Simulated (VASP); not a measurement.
**Cu: single point with PBEsol**

Crystal: Cu.

```
CELL_PARAMETERS angstrom
2.55760 0.00000 0.00000
-1.27880 2.21494 0.00000
0.00000 0.00000 8.16114
ATOMIC_POSITIONS crystal
Cu 0.00000 0.00000 0.00000
Cu 0.33333 0.66667 0.25000
Cu 0.00000 0.00000 0.50000
Cu 0.66667 0.33333 0.75000
```

This cell differs from its parent crystal: biaxial strain in the a-b plane: +1.5 %.

```
Program                : VASP 6.6.1
Task                   : single point
Functional             : PBEsol
Potentials or basis    : VASP PAW PBE potentials, release 64 (Cu)
Cutoff                 : 520 eV
k mesh                 : 24 × 24 × 6
Occupations            : gaussian, width 0.1 eV
Spin                   : no spin polarisation
Dipole correction      : no
Further INCAR settings : ALGO = Fast; EDIFF = 1e-07; NBANDS = 30
```

| Quantity | Value |
| --- | --- |
| Pressure | -2.6 GPa |
| Band gap on the k mesh | zero (band 22 reaches 10.91 eV, above the bottom of band 23 at 5.87 eV) |

Stress tensor (GPa, compression positive):
```
-4.09  0.00  0.00
 0.00 -4.09  0.00
 0.00  0.00  0.48
```

Levels at points of the mesh, in eV from the Fermi level:
| k point | band 18 | band 19 | band 20 | band 21 | band 22 | band 23 | band 24 | band 25 | band 26 | band 27 |
| --- | --- | --- | --- | --- | --- | --- | --- | --- | --- | --- |
| (0.00, 0.00, 0.00) | -2.19 | -2.19 | -1.98 | -1.98 | -1.68 | -1.68 | -0.89 | 4.17 | 13.20 | 13.20 |
| (0.50, 0.00, 0.00) | -1.58 | -1.54 | -1.54 | -0.74 | 0.33 | 0.89 | 1.46 | 4.59 | 4.62 | 8.68 |
| (0.00, 0.00, 0.50) | -2.30 | -2.30 | -2.30 | -1.81 | -1.81 | -1.81 | -1.81 | 7.43 | 7.43 | 19.77 |
| (0.50, 0.00, 0.50) | -1.68 | -1.59 | -1.59 | -0.03 | -0.03 | 1.27 | 1.27 | 5.15 | 5.15 | 7.06 |

It took 2.9 min on 1 thread of Intel(R) Xeon(R) 6975P-C (Granite Rapids), with other jobs on the host, peak memory 0.34 GiB.

Caveat: the cell differs from its parent crystal (biaxial strain in the a-b plane: +1.5 %); the PAW data sets were made with another functional, which shifts forces and pressure a little.
